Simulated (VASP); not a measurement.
Set up this calculation in VASP 6.6.1, as the native input.

- Task: relaxation of cell and atoms
- Functional: BLYP
- Potentials or basis: VASP PAW PBE potentials, release 64 (Si, O)
- Cutoff: 600 eV
- k mesh: 6 × 6 × 4
- Occupations: fermi-dirac, width 0.05 eV
- Spin: no spin polarisation
- Dipole correction: no
- Further INCAR settings: ALGO = Normal; EDIFF = 1e-07; IBRION = 2; EDIFFG = -0.01; NSW = 60; ISIF = 3

The structure of SiO2 lies in POSCAR:

```
SiO2
1.0
    4.9820000000      0.0000000000      0.0000000000
    0.0000000000      4.9820000000      0.0000000000
    0.0000000000      0.0000000000      6.9630000000
Si O
4 8
Direct
    0.7989700000      0.2010300000      0.7500000000
    0.7010300000      0.7010300000      0.5000000000
    0.2010300000      0.7989700000      0.2500000000
    0.2989700000      0.2989700000      0.0000000000
    0.1034700000      0.2398900000      0.8218700000
    0.2601100000      0.6034700000      0.0718700000
    0.8965300000      0.7601100000      0.3218700000
    0.7398900000      0.3965300000      0.5718700000
    0.6034700000      0.2601100000      0.9281300000
    0.7601100000      0.8965300000      0.6781300000
    0.3965300000      0.7398900000      0.4281300000
    0.2398900000      0.1034700000      0.1781300000
```

The input as run:

INCAR

```
SYSTEM = SiO2
AGGAC = 1.0 ; AGGAX = 1.0
ALDAC = 0.0 ; ALDAX = 1.0
ALGO = Normal ; EDIFF = 1E-7
EDIFFG = -0.01 ; ENCUT = 600
GGA = B5 ; GGA_COMPAT = .False.
IBRION = 2 ; ISIF = 3
ISMEAR = -1 ; LASPH = .True.
LCHARG = .False. ; LREAL = .False.
LWAVE = .False. ; NELM = 120
NELMIN = 4 ; NSW = 60
PREC = Accurate ; SIGMA = 0.05
```

KPOINTS

```
k-points
0
Gamma
  6 6 4
  0 0 0
```

Potentials or basis: VASP PAW PBE potentials, release 64 (Si, O).

Launch:

```bash
$ cat potpaw_PBE.64/Si/POTCAR potpaw_PBE.64/O/POTCAR > POTCAR
$ mpirun -np 1 vasp_std > vasp.out
```

Results of the run:

The relaxed volume is 15.98 Å³/atom and the relaxed cell is a = 5.153 Å, b = 5.153 Å, c = 7.223 Å, α = 90.00°, β = 90.00°, γ = 90.00°. The space group after relaxing (to 0.1 Å) is P4_12_12 (No. 92), the energy gained by relaxing is 20.8 meV/atom and the ionic steps are 31. The pressure after relaxing is 0.0 GPa and the largest force after relaxing is 0.004 eV/Å. The band gap on the k mesh is 5.44 eV.

Caveat: the PAW data sets were made with another functional, which shifts forces and pressure a little.

Wall time 40 min on 1 thread of Intel(R) Xeon(R) 6975P-C (Granite Rapids) (shared host), peak memory 0.39 GiB.
